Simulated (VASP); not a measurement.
B7P:

```
B P
1.0
     3.76379    0.00000    0.00000
    -1.88189    3.25954    0.00000
     0.00000    0.00000    6.01771
B P
7 1
Direct
  0.50000 0.00000 0.00000
  0.00000 0.50000 0.00000
  0.50000 0.50000 0.00000
  0.50000 0.00000 0.50000
  0.00000 0.50000 0.50000
  0.50000 0.50000 0.50000
  0.00000 0.00000 0.50000
  0.00000 0.00000 0.00000
```

| Quantity | Value |
| --- | --- |
| Program | VASP 6.6.1 |
| Task | relaxation of cell and atoms |
| Functional | PBE |
| Potentials or basis | VASP PAW PBE potentials, release 64 (B, P) |
| Cutoff | 600 eV |
| k mesh | 6 × 6 × 4 |
| Occupations | gaussian, width 0.1 eV |
| Spin | no spin polarisation |

At the start: pressure -7.2 GPa; volume 9.23 Å³/atom.

Q: Where does the relaxation end?

A: Over 15 steps the energy falls by 42.5 meV/atom and the volume is 11.02 Å³/atom (+19.4 %); space group P6/mmm (No. 191, to 0.05 Å).

Step by step:
| step | energy change (eV) | largest force (eV/Å) | pressure (GPa) | volume (Å³) |
| --- | --- | --- | --- | --- |
| 1 | 0.0000 | 0.0000 | -7.23 | 73.83 |
| 2 | -0.1008 | 0.0000 | 6.79 | 69.43 |
| 3 | -0.1273 | 0.0000 | 1.50 | 70.77 |
| 4 | -0.1274 | 0.0000 | 1.77 | 70.69 |
| 5 | -0.1532 | 0.0000 | 1.87 | 71.36 |
| 6 | -0.2234 | 0.0000 | 2.44 | 73.32 |
| 7 | -0.2550 | 0.0000 | 5.63 | 77.14 |
| 8 | -0.2681 | 0.0000 | 4.96 | 77.72 |
| 9 | -0.3006 | 0.0000 | 3.09 | 79.49 |
| 10 | -0.3322 | 0.0000 | -0.12 | 83.09 |
| 11 | -0.3339 | 0.0000 | -0.92 | 84.13 |
| 12 | -0.3339 | 0.0000 | -1.03 | 84.28 |
| 13 | -0.3366 | 0.0000 | -0.87 | 84.77 |
| 14 | -0.3405 | 0.0000 | -0.51 | 85.91 |
| 15 | -0.3399 | 0.0000 | 0.23 | 88.17 |

Final structure:
```
B P
1.0
     3.66460    0.00000    0.00000
    -1.83230    3.17364    0.00000
     0.00000    0.00000    7.58094
B P
7 1
Direct
  0.50000 0.00000 0.00000
  0.00000 0.50000 0.00000
  0.50000 0.50000 0.00000
  0.50000 0.00000 0.50000
  0.00000 0.50000 0.50000
  0.50000 0.50000 0.50000
  0.00000 0.00000 0.50000
  0.00000 0.00000 0.00000
```

Caveat: the volume moved by over 15 % at a fixed basis, so the end points are rough; this functional lacks dispersion, which binds the layers, so the pressure and a relaxed spacing across them are unreliable.
